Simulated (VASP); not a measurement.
Set up this calculation in VASP 6.6.1, as the native input.

* Task: electric field gradients
* Functional: PBEsol
* Potentials or basis: VASP PAW PBE potentials, release 64 (Pb_d, Se)
* Cutoff: 520 eV
* k mesh: 7 × 7 × 7
* Occupations: fermi-dirac, width 0.02 eV
* Spin: no spin polarisation
* Dipole correction: no
* Further INCAR settings: ALGO = Normal; EDIFF = 1e-08; NBANDS = 17

The structure of PbSe lies in POSCAR:

```
PbSe
1.0
    0.0000000000      3.0519086191      3.0519086191
    3.0519086191      0.0000000000      3.0519086191
    3.0519086191      3.0519086191      0.0000000000
Pb Se
1 1
Direct
    0.0000000000      0.0000000000      0.0000000000
    0.5000000000      0.5000000000      0.5000000000
```

This cell differs from its parent crystal: volume scaled by 0.99.

These files were run (other wordings do the same):

INCAR

```
SYSTEM = PbSe
ALGO     = Normal         ! electronic algorithm
EDIFF    = 1E-8           ! SCF threshold, eV
ENCUT    = 520            ! plane-wave cutoff, eV
GGA      = PS             ! functional
ISIF     = 2              ! what is computed and relaxed
ISMEAR   = -1             ! smearing method
LASPH    = .TRUE.         ! aspherical terms in the spheres
LCHARG   = .FALSE.        ! write CHGCAR
LEFG     = .TRUE.       
LREAL    = .FALSE.        ! projectors in reciprocal space
LWAVE    = .FALSE.        ! write WAVECAR
NBANDS   = 17             ! bands
NELM     = 100            ! most SCF steps
PREC     = Accurate       ! precision mode
SIGMA    = 0.02           ! smearing width, eV
```

KPOINTS

```
k-points
0
G
  7 7 7
  0 0 0
```

Potentials or basis: VASP PAW PBE potentials, release 64 (Pb_d, Se).

Command:

```sh
$ cat potpaw_PBE.64/Pb_d/POTCAR potpaw_PBE.64/Se/POTCAR > POTCAR
$ mpirun -np 1 vasp_std > vasp.out
```

Results of the run:

```yaml
Pressure: -0.1 GPa
```

Caveat: without QUAD_EFG the Cq values of the log hold for a quadrupole moment of 1 mb, not for the nuclei; the PAW data sets were made with another functional, which shifts forces and pressure a little.

It took 8.4 s on 1 thread of Intel(R) Xeon(R) 6975P-C (Granite Rapids), on a shared host, peak memory 0.18 GiB.
